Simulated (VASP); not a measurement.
# CdH2O2 (P-3m1) in VASP: notebook

The runs below take CdH2O2 through single point, with PBEsol.

Program: VASP 6.6.1. These are calculated values, not measurements. Logs are shortened: lines on timing, memory, paths and dates and some standing lists are left out, and cuts for length are marked.

**1. The cell of the first run**

It takes space group P-3m1 (No. 164, trigonal). Conventional cell: a = 3.516 Å, b = 3.516 Å, c = 4.504 Å, α = 90.00°, β = 90.00°, γ = 120.00°. Within 3.0 Å of Cd (site symmetry -3m) lie 6 O at 2.30 Å and 6 H at 2.87 Å. H (site symmetry 3m) has 1 O at 0.94 Å within 1.3 Å. O (site symmetry 3m) has 1 H at 0.94 Å within 1.3 Å.

**2. Single point, PBEsol (strain +0.000 along x and y, -0.030 along z)**

Input file INCAR:

```
SYSTEM = CdH2O2
ALGO = Normal
EDIFF = 1E-6
ENCUT = 700
GGA = PS
GGA_COMPAT = .FALSE.
ISIF = 2
ISMEAR = 0
LASPH = .TRUE.
LCHARG = .FALSE.
LREAL = .FALSE.
LWAVE = .FALSE.
NBANDS = 25
NELM = 120
PREC = Accurate
SIGMA = 0.05
```

Input file KPOINTS:

```
k-points
0
G
  9 9 6
  0 0 0
```

Input file POSCAR:

```
CdH2O2
1.0
    3.5155259648      0.0000000000      0.0000000000
   -1.7577629824      3.0445347931      0.0000000000
    0.0000000000      0.0000000000      4.5036899113
Cd H O
1 2 2
Direct
    0.0000000000      0.0000000000      0.0000000000
    0.6666666667      0.3333333333      0.5509607200
    0.3333333333      0.6666666667      0.4490392800
    0.6666666667      0.3333333333      0.7593720000
    0.3333333333      0.6666666667      0.2406280000
```

Potentials or basis: VASP PAW PBE potentials, release 64 (Cd_sv_GW, H, O).

Started as:

```sh
> cat potpaw_PBE.64/Cd_sv_GW/POTCAR potpaw_PBE.64/H/POTCAR potpaw_PBE.64/O/POTCAR > POTCAR
> mpirun -np 1 vasp_std > vasp.out
```

OUTCAR:

```text
SYSTEM = CdH2O2
   EDIFF = 1E-6
   ENCUT = 700
   GGA = PS
   ISIF = 2
   ISMEAR = 0
   LASPH = .TRUE.
   LREAL = .FALSE.
   NELM = 120
   PREC = Accurate

 ion  position               nearest neighbor table
   1  0.000  0.000  0.000-   4 2.30   5 2.30   5 2.30   4 2.30   4 2.30   5 2.30
   2  0.667  0.333  0.551-   4 0.94
   3  0.333  0.667  0.449-   5 0.94
   4  0.667  0.333  0.759-   2 0.94   1 2.30   1 2.30   1 2.30
   5  0.333  0.667  0.241-   3 0.94   1 2.30   1 2.30   1 2.30

  LATTYP: Found a hexagonal cell.
 ALAT       =     3.5155259648
 C/A-ratio  =     1.2810856630

  Lattice vectors:

 A1 = (   3.5155259648,   0.0000000000,   0.0000000000)
 A2 = (  -1.7577629824,   3.0445347931,   0.0000000000)
 A3 = (   0.0000000000,   0.0000000000,   4.5036899113)

Analysis of symmetry for initial positions (statically):
=====================================================================
 Subroutine PRICEL returns:
 Original cell was already a primitive cell.

 Routine SETGRP: Setting up the symmetry group for a
 hexagonal supercell.

 Subroutine GETGRP returns: Found 12 space group operations
 (whereof 12 operations were pure point group operations)
 out of a pool of 24 trial point group operations.

The static configuration has the point symmetry D_3d.

Analysis of symmetry for dynamics (positions and initial velocities):
=====================================================================
 Subroutine PRICEL returns:
 Original cell was already a primitive cell.

 Routine SETGRP: Setting up the symmetry group for a
 hexagonal supercell.

 Subroutine GETGRP returns: Found 12 space group operations
 (whereof 12 operations were pure point group operations)
 out of a pool of 24 trial point group operations.

The dynamic configuration has the point symmetry D_3d.

 Subroutine INISYM returns: Found 12 space group operations
 (whereof 12 operations are pure point group operations),
 and found     1 'primitive' translations

----------------------------------------------------------------------------------------

                                     Primitive cell

  volume of cell :      48.2036

  direct lattice vectors                    reciprocal lattice vectors
     3.515525965  0.000000000  0.000000000     0.284452457  0.164228703  0.000000000
    -1.757762982  3.044534793  0.000000000     0.000000000  0.328457406  0.000000000
     0.000000000  0.000000000  4.503689911     0.000000000  0.000000000  0.222040154

  length of vectors
     3.515525965  3.515525965  4.503689911     0.328457406  0.328457406  0.222040154

  position of ions in fractional coordinates (direct lattice)
     0.000000000  0.000000000  0.000000000
     0.666666667  0.333333333  0.550960720
     0.333333333  0.666666667  0.449039280
     0.666666667  0.333333333  0.759372000
     0.333333333  0.666666667  0.240628000

  ion indices of the primitive-cell ions
   primitive index   ion index
                 1           1
                 2           2
                 3           3
                 4           4
                 5           5

----------------------------------------------------------------------------------------

 KPOINTS: k-points

Automatic generation of k-mesh.
 Grid dimensions read from file:
 generate k-points for:    9    9    6

 Generating k-lattice:

  Cartesian coordinates                     Fractional coordinates (reciprocal lattice)
     0.031605829  0.018247634  0.000000000     0.111111111  0.000000000  0.000000000
     0.000000000  0.036495267  0.000000000     0.000000000  0.111111111  0.000000000
     0.000000000  0.000000000  0.037006692     0.000000000  0.000000000  0.166666667

  Length of vectors
     0.036495267  0.036495267  0.037006692

  Shift w.r.t. Gamma in fractional coordinates (k-lattice)
     0.000000000  0.000000000  0.000000000

 Subroutine IBZKPT returns following result:
 ===========================================

 Found     62 irreducible k-points:

 Following reciprocal coordinates:
            Coordinates               Weight
  0.000000  0.000000  0.000000      1.000000
  0.111111  0.000000  0.000000      6.000000
  0.222222 -0.000000  0.000000      6.000000
  0.333333  0.000000  0.000000      6.000000
  0.444444 -0.000000  0.000000      6.000000
  0.111111  0.111111  0.000000      6.000000
[... 16 lines left out ...]
  0.222222  0.111111  0.166667     12.000000
 -0.111111  0.333333  0.166667     12.000000
 [... further k-points ...]
   k-points           NKPTS =     62   k-points in BZ     NKDIM =     62   number of bands    NBANDS=     25
   number of dos      NEDOS =    301   number of ions     NIONS =      5
   total plane-waves  NPLWV =  36000
   dimension x,y,z NGX =    30 NGY =   30 NGZ =   40
   dimension x,y,z NGXF=    60 NGYF=   60 NGZF=   80
   ions per type =               1   2   2
   NGX,Y,Z   is equivalent  to a cutoff of  14.19, 14.19, 14.77 a.u.
   NGXF,Y,Z  is equivalent  to a cutoff of  28.37, 28.37, 29.53 a.u.
 SYSTEM =  CdH2O2
   PREC   = accura    normal or accurate (medium, high low for compatibility)
   ISTART =      0    job   : 0-new  1-cont  2-samecut
   ICHARG =      2    charge: 1-file 2-atom 10-const
   ISPIN  =      1    spin polarized calculation?
   LNONCOLLINEAR =      F non collinear calculations
   LSORBIT =      F    spin-orbit coupling
   LASPH  =      T    aspherical Exc in radial PAW
   ENCUT  =  700.0 eV  51.45 Ry    7.17 a.u.   7.58  7.58  9.72*2*pi/ulx,y,z
   NELM   =    120;   NELMIN=  2; NELMDL= -5     # of ELM steps
   EDIFF  = 0.1E-05   stopping-criterion for ELM
   LREAL  =      F    real-space projection
   EDIFFG = 0.1E-04   stopping-criterion for IOM
   NSW    =      0    number of steps for IOM
   IBRION =     -1    ionic relax: 0-MD 1-quasi-New 2-CG
   NFREE  =      0    steps in history (QN), initial steepest desc. (CG)
   ISIF   =      2    stress and relaxation
   ISYM   =      2    0-nonsym 1-usesym 2-fastsym
   POTIM  = 0.5000    time-step for ionic-motion
   TEBEG  =    0.0;   TEEND  =   0.0 temperature during run
   PSTRESS=    0.0 pullay stress
   NELECT =      34.0000    total number of electrons
   NUPDOWN=      -1.0000    fix difference up-down
   EMIN   =  10.00;   EMAX   =-10.00  energy-range for DOS
   EFERMI =   0.00;   METHOD = LEGACY
   ISMEAR =     0;   SIGMA  =   0.05  broadening in eV -4-tet -1-fermi 0-gaus
   EFERMI_NEDOS =   21; number of points for ismear=-14 and -15
   IALGO  =     38    algorithm
   IMIX   =      4    mixing-type and parameters
     AMIX     =   0.40;   BMIX     =  1.00
     AMIX_MAG =   1.60;   BMIX_MAG =  1.00
  volume/ion in A,a.u.               =       9.64        65.06
  Fermi-wavevector in a.u.,A,eV,Ry     =   1.457274  2.753849 28.893980  2.123648
  Thomas-Fermi vector in A             =   2.574095
   LORBIT       =      0    0 simple, 1 ext, 2 COOP (PROOUT), +10 PAW based schemes
   GGA     = PS    functional components
   LHFCALC =     F    Hartree Fock is set to
   AEXX    =    0.0000 exact exchange contribution
   IVDW    =     0    specifies the selected vdW correction
   LEPSILON=     F    determine dielectric tensor
   LRPA    =     F    only Hartree local field effects (RPA)
 non-spin polarized calculation
 Gauss-broadening in eV      SIGMA  =   0.05
  energy-cutoff  :      700.00
  volume of cell :       48.20
 maximum number of plane-waves:      2048
   NGX = 15   NGY = 15   NGZ = 19

 number of electron      34.0000001 magnetization

 Free energy of the ion-electron system (eV)
  ---------------------------------------------------
  ext. energy  EPLUGINS =         0.00000000
  ---------------------------------------------------
  free energy    TOTEN  =       -23.52061346 eV

  energy without entropy =      -23.52061346  energy(sigma->0) =      -23.52061346

 E-fermi :   2.1808     XC(G=0): -10.4857

 val. band max:        1.6771986838   @ k =   0.4444  -0.0000   0.0000
 cond. band min:       3.3956291441   @ k =   0.0000   0.0000   0.0000
 fundamental gap:      1.7184304604
 Fermi energy:         2.1808271204

 k-point     1 :       0.0000    0.0000    0.0000
  band No.  band energies     occupation
      1     -97.8860      2.00000
      2     -59.0531      2.00000
      3     -58.9822      2.00000
      4     -58.9822      2.00000
      5     -17.1381      2.00000
      6     -16.0252      2.00000
[... 17 lines left out ...]
     24      16.9453      0.00000
     25      18.9349      0.00000

 k-point     2 :       0.1111    0.0000    0.0000
  band No.  band energies     occupation
      1     -97.8860      2.00000
      2     -59.0530      2.00000
      3     -58.9829      2.00000
      4     -58.9824      2.00000
      5     -17.0885      2.00000
      6     -16.0481      2.00000
[... 17 lines left out ...]
     24      17.2156      0.00000
     25      18.5369      0.00000

 k-point     3 :       0.2222   -0.0000    0.0000
  band No.  band energies     occupation
      1     -97.8859      2.00000
      2     -59.0528      2.00000
      3     -58.9847      2.00000
      4     -58.9828      2.00000
      5     -16.9538      2.00000
      6     -16.1128      2.00000
[... 17 lines left out ...]
     24      16.3944      0.00000
     25      17.4101      0.00000

 k-point     4 :       0.3333    0.0000    0.0000
  band No.  band energies     occupation
      1     -97.8858      2.00000
      2     -59.0526      2.00000
      3     -58.9867      2.00000
      4     -58.9834      2.00000
      5     -16.7727      2.00000
      6     -16.2101      2.00000
[... 17 lines left out ...]
     24      15.3622      0.00000
     25      16.6376      0.00000
[... 477 lines left out ...]
 k-point    22 :       0.1111    0.1111    0.1667
  band No.  band energies     occupation
      1     -97.8859      2.00000
      2     -59.0529      2.00000
      3     -58.9841      2.00000
      4     -58.9828      2.00000
      5     -16.9467      2.00000
      6     -16.1473      2.00000
[... 17 lines left out ...]
     24      16.8294      0.00000
     25      17.9692      0.00000

 k-point    23 :       0.2222    0.1111    0.1667
  band No.  band energies     occupation
      1     -97.8859      2.00000
      2     -59.0527      2.00000
      3     -58.9859      2.00000
      4     -58.9834      2.00000
      5     -16.7962      2.00000
      6     -16.2155      2.00000
[... 17 lines left out ...]
     24      15.2652      0.00000
     25      17.2492      0.00000

 k-point    24 :      -0.1111    0.3333    0.1667
  band No.  band energies     occupation
      1     -97.8859      2.00000
      2     -59.0527      2.00000
      3     -58.9859      2.00000
      4     -58.9834      2.00000
      5     -16.8094      2.00000
      6     -16.1986      2.00000
[... 17 lines left out ...]
     24      15.9923      0.00000
     25      17.2188      0.00000

 [... further k-points ...]

------------------------ aborting loop because EDIFF is reached ----------------------------------------

  FORCE on cell =-STRESS in cart. coord.  units (eV):
  Direction    XX          YY          ZZ          XY          YZ          ZX
  --------------------------------------------------------------------------------------
  -------------------------------------------------------------------------------------
  Total       -0.0694581     -0.0694581      4.4143926      0.0000000     -0.0000000      0.0000000
  in kB       -2.3086270     -2.3086270    146.7242176      0.0000000     -0.0000000      0.0000000
  external PRESSURE =      47.3689879 kB  Pullay stress =       0.0000000 kB

 VOLUME and BASIS-vectors are now :
 -----------------------------------------------------------------------------
  energy-cutoff  :      700.00
  volume of cell :       48.20
      direct lattice vectors                 reciprocal lattice vectors
     3.515525965  0.000000000  0.000000000     0.284452457  0.164228703  0.000000000
    -1.757762982  3.044534793  0.000000000     0.000000000  0.328457406  0.000000000
     0.000000000  0.000000000  4.503689911     0.000000000  0.000000000  0.222040154

 POSITION                                       TOTAL-FORCE (eV/Angst)
 -----------------------------------------------------------------------------------
      0.00000      0.00000      0.00000         0.000000      0.000000      0.000000
      1.75776      1.01484      2.48136         0.000000      0.000000     -2.238137
     -0.00000      2.02969      2.02233         0.000000      0.000000      2.238137
      1.75776      1.01484      3.41998        -0.000000     -0.000000      2.188611
     -0.00000      2.02969      1.08371         0.000000     -0.000000     -2.188611
 -----------------------------------------------------------------------------------
    total drift:                                0.000000     -0.000000     -0.000000

  FREE ENERGIE OF THE ION-ELECTRON SYSTEM (eV)
  ---------------------------------------------------
  free  energy   TOTEN  =       -23.5206134635 eV

  energy  without entropy=      -23.5206134635  energy(sigma->0) =      -23.52061346
```

It took 88 s on 1 thread of AMD EPYC 7R13 (Zen 3), shared host; peak memory 0.25 GiB.

What came out:

* Free energy: -23.5206 eV
* Pressure: 4.7 GPa
* Largest force: 2.238 eV/Å
* Band gap on the k mesh: 1.72 eV (least direct gap 2.11 eV)

Forces on the atoms (eV/Å):
```
Cd   0.000  0.000  0.000
H    0.000  0.000 -2.238
H    0.000  0.000  2.238
O    0.000  0.000  2.189
O    0.000  0.000 -2.189
```

Caveat: the cell differs from its parent crystal (strain +0.000 along x and y, -0.030 along z); the stress differs along the axes, from -0 to 15 GPa; the PAW data sets were made with another functional, which shifts forces and pressure a little. A k mesh can miss the band edges.

**3. Single point, PBEsol (strain -0.030 along x and y, -0.015 along z)**

Input file INCAR:

```
SYSTEM = CdH2O2
  PREC = Accurate
  ENCUT = 700
  EDIFF = 1E-6
  ISMEAR = 0
  SIGMA = 0.05
  LREAL = .FALSE.
  LASPH = .TRUE.
  NELM = 120
  ALGO = Normal
  ISIF = 2
  LWAVE = .FALSE.
  LCHARG = .FALSE.
  GGA = PS
  NBANDS = 25
  GGA_COMPAT = .FALSE.
```

Input file KPOINTS:

```
Automatic mesh
0
G
  9 9 6
  0 0 0
```

Changes to POSCAR since step 2:

```diff
@@ -2,5 +2,5 @@
 1.0
-    3.5155259648      0.0000000000      0.0000000000
-   -1.7577629824      3.0445347931      0.0000000000
-    0.0000000000      0.0000000000      4.5036899113
+    3.4100601858      0.0000000000      0.0000000000
+   -1.7050300929      2.9531987493      0.0000000000
+    0.0000000000      0.0000000000      4.5733346006
 Cd H O
```

Potentials or basis: VASP PAW PBE potentials, release 64 (Cd_sv_GW, H, O).

Started as:

```sh
> cat potpaw_PBE.64/Cd_sv_GW/POTCAR potpaw_PBE.64/H/POTCAR potpaw_PBE.64/O/POTCAR > POTCAR
> mpirun -np 1 vasp_std > vasp.out
```

Wall time 2.3 min (1 thread of Intel Xeon 6975P-C (Granite Rapids), shared host); peak memory 0.27 GiB.

Results (log left out):

```yaml
Free_energy: -23.5198 eV
Pressure: 8.8 GPa
Largest_force: 1.373 eV/Å
Band_gap_on_the_k_mesh: 1.81 eV (least direct gap 2.14 eV)
```

Forces on the atoms (eV/Å):
```
Cd   0.000  0.000  0.000
H    0.000  0.000 -1.373
H    0.000  0.000  1.373
O    0.000  0.000  0.976
O    0.000  0.000 -0.976
```

Stress tensor (GPa, compression positive):
```
 6.95  0.00  0.00
 0.00  6.95  0.00
 0.00  0.00 12.43
```

Levels at points of the mesh, in eV from the valence-band top:
```tsv
k point	band 15	band 16	band 17	band 18	band 19	band 20
(0.00, 0.00, 0.00)	-1.30	-0.33	-0.33	1.81	6.07	10.40
(0.00, 0.00, 0.50)	-1.56	-0.03	-0.03	4.34	4.73	11.20
```

Caveat: the cell differs from its parent crystal (strain -0.030 along x and y, -0.015 along z); the stress differs along the axes, from 7 to 12 GPa; the PAW data sets were made with another functional, which shifts forces and pressure a little.
